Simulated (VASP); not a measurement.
A run of VASP 6.6.1:

The input INCAR:

```
SYSTEM = CdS
PREC = Accurate
ENCUT = 520
EDIFF = 1E-7
ISMEAR = 0
SIGMA = 0.01
LREAL = .FALSE.
LASPH = .TRUE.
NELM = 100
ALGO = Normal
ISIF = 2
LWAVE = .FALSE.
LCHARG = .FALSE.
NBANDS = 26
```

File KPOINTS:

```
Automatic mesh
0
G
  6 6 4
  0 0 0
```

File POSCAR:

```
CdS
1.0
    4.1500000000      0.0000000000      0.0000000000
   -2.0750000000      3.5940054300      0.0000000000
    0.0000000000      0.0000000000      6.7370000000
Cd S
2 2
Direct
    0.3333333300      0.6666666700      0.0000000000
    0.6666666700      0.3333333300      0.5000000000
    0.3333333300      0.6666666700      0.3750000000
    0.6666666700      0.3333333300      0.8750000000
```

Potentials or basis: VASP PAW LDA potentials, release 64 (Cd, S).

Launch:

```bash
$ cat potpaw_LDA.64/Cd/POTCAR potpaw_LDA.64/S/POTCAR > POTCAR
$ mpirun -np 1 vasp_std > vasp.out
```

Hardware: 1 thread of Intel Xeon 8259CL, with other jobs on the host.

Question: Estimate the wall time of this run.

Answer: Run time: 82 s on 1 thread of Intel Xeon 8259CL, with other jobs on the host, peak memory 0.2 GiB. Counts: scf iterations 15, k points 21.
